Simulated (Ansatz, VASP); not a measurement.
## One calculation of AgBr, two programs

Contents of INCAR:

```
PREC = Accurate
ENCUT = 500
EDIFF = 1E-6
ISMEAR = 0
SIGMA = 0.01
LREAL = F
LASPH = T
NELM = 120
ALGO = Normal
ISIF = 2
LWAVE = F
LCHARG = T
GGA = PE
LELF = T
LVHAR = T
NBANDS = 16
GGA_COMPAT = F
```

The input KPOINTS:

```
Automatic mesh
0
Gamma
  8 8 8
```

Contents of POSCAR:

```
AgBr
1.0
    0.0000000000      2.8701500000      2.8701500000
    2.8701500000      0.0000000000      2.8701500000
    2.8701500000      2.8701500000      0.0000000000
Ag Br
1 1
Direct
    0.0000000000      0.0000000000      0.0000000000
    0.5000000000      0.5000000000      0.5000000000
```

Input for Ansatz:

```yaml
crystal:
  lattice:
    - [0.0, 2.87015, 2.87015]
    - [2.87015, 0.0, 2.87015]
    - [2.87015, 2.87015, 0.0]
  atoms:
    - { symbol: Ag, position: [0.0, 0.0, 0.0] }
    - { symbol: Br, position: [0.5, 0.5, 0.5] }
kpoints:
  mp_grid:
    grid: [8, 8, 8]
hamiltonian:
  xc: pbe
scf:
  convergence:
    dr2_threshold: 1.0e-10
  occupations:
    method: fixed
output:
  stress: true
```

Alike in both runs: task single point; functional PBE; k mesh 8 × 8 × 8; no spin polarisation.

|  | VASP | Ansatz |
| --- | --- | --- |
| version | VASP 6.6.1 | Ansatz 0.2.0 |
| potentials or method | VASP PAW PBE potentials, release 64 (Ag, Br) | plane waves, PAW |
| plane-wave cutoff (eV) | 500 | 420 |
| occupations | gaussian, width 0.01 eV | fixed |
| valence electrons in the cell | 18 | 26 |

```tsv
	VASP	Ansatz	Ansatz less VASP
pressure (GPa)	2.3	2.3	+0.04
```

VASP's potentials hold 18 valence electrons a cell and Ansatz's 26, so a difference there can come from the potentials and not from the codes.
